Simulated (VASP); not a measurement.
Here is a VASP 6.6.1 calculation.

Contents of INCAR:

```
PREC     = Accurate       # precision mode
ENCUT    = 520            # plane-wave cutoff, eV
EDIFF    = 1E-6           # SCF threshold, eV
ISMEAR   = 0              # smearing method
SIGMA    = 0.15           # smearing width, eV
LREAL    = F              # projectors in reciprocal space
LASPH    = T              # aspherical terms in the spheres
NELM     = 100            # most SCF steps
ALGO     = Normal         # electronic algorithm
ISIF     = 2              # what is computed and relaxed
LWAVE    = F              # write WAVECAR
LCHARG   = T              # write CHGCAR
GGA      = PE             # functional
LELF     = T              # ELF
LVHAR    = T            
NBANDS   = 18             # bands
```

File KPOINTS:

```
regular mesh
0
Gamma
  18 18 18
```

POSCAR

```
BiTe
1.0
    2.5571371850      1.4763638421      2.9731210116
   -2.5571371850      1.4763638421      2.9731210116
    0.0000000000     -2.9527276843      2.9731210116
Bi Te
1 1
Direct
    0.5000000000      0.5000000000      0.5000000000
    0.0000000000      0.0000000000      0.0000000000
```

Potentials or basis: VASP PAW PBE potentials, release 64 (Bi_d, Te).

The run is started by

```sh
$ cat potpaw_PBE.64/Bi_d/POTCAR potpaw_PBE.64/Te/POTCAR > POTCAR
$ mpirun -np 1 vasp_std > vasp.out
```

**Question.** Estimate the band gap on the k mesh.

**Answer.** Zero (an odd number of electrons rules out a gap without spin polarisation).

**Question.** Estimate the pressure.

**Answer.** -1.8 GPa.

Stress tensor (GPa, compression positive):
```
-3.11  0.00  0.00
 0.00 -3.11  0.00
 0.00  0.00  0.78
```

Caveat: spin-orbit coupling is left out, which moves the levels of the heavy elements.
